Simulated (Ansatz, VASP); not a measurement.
**Cs in VASP and in Ansatz**

```
Cs
1.0
    -3.10125    3.10125    3.10125
     3.10125   -3.10125    3.10125
     3.10125    3.10125   -3.10125
Cs
1
Direct
  0.00000 0.00000 0.00000
```

Alike in both runs: task single point; functional BLYP; k mesh 12 × 12 × 12; occupations fermi-dirac, width 0.1 eV; no spin polarisation.

|  | VASP | Ansatz |
| --- | --- | --- |
| version | VASP 6.6.1 | Ansatz 0.2.0 |
| potentials or method | VASP PAW PBE potentials, release 64 (Cs_sv), cutoff 520 eV | plane waves (420 eV) with PAW, scalar-relativistic |
| valence electrons in the cell | 9 | 9 |

|  | VASP | Ansatz | Ansatz less VASP |
| --- | --- | --- | --- |
| pressure (GPa) | 0.1 | 0.1 | 0.00 |

VASP's potentials were made for PBE, not for BLYP.

Neither program's run includes spin-orbit coupling.
